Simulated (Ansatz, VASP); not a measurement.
## KMgF3: VASP beside Ansatz

```
CELL_PARAMETERS angstrom
3.98367 0.00000 0.00000
0.00000 3.98367 0.00000
0.00000 0.00000 3.98367
ATOMIC_POSITIONS crystal
K 0.50000 0.50000 0.50000
Mg 0.00000 0.00000 0.00000
F 0.50000 0.00000 0.00000
F 0.00000 0.50000 0.00000
F 0.00000 0.00000 0.50000
```

Alike in both runs: functional r2SCAN; k mesh 8 × 8 × 8; occupations fermi-dirac, width 0.02 eV; no spin polarisation.

Ansatz relaxed the structure, and its values are those at the end. VASP's run is a single point on that final structure, the one shown.

```csv
,VASP,Ansatz
version,VASP 6.6.1,Ansatz 0.2.0
potentials or method,"VASP PAW PBE potentials, release 64 (K_sv, Mg, F), cutoff 520 eV",PAW plane waves
valence electrons in the cell,32,40
```

```csv
,VASP,Ansatz,Ansatz less VASP
gap on the k mesh at the Fermi level (eV),8.26,8.29,+0.028
pressure (GPa),-0.8,0.0,+0.79
```

VASP's potentials were made for PBE, not for r2SCAN. VASP's potentials hold 32 valence electrons a cell and Ansatz's 40, so a difference there can come from the potentials and not from the codes.
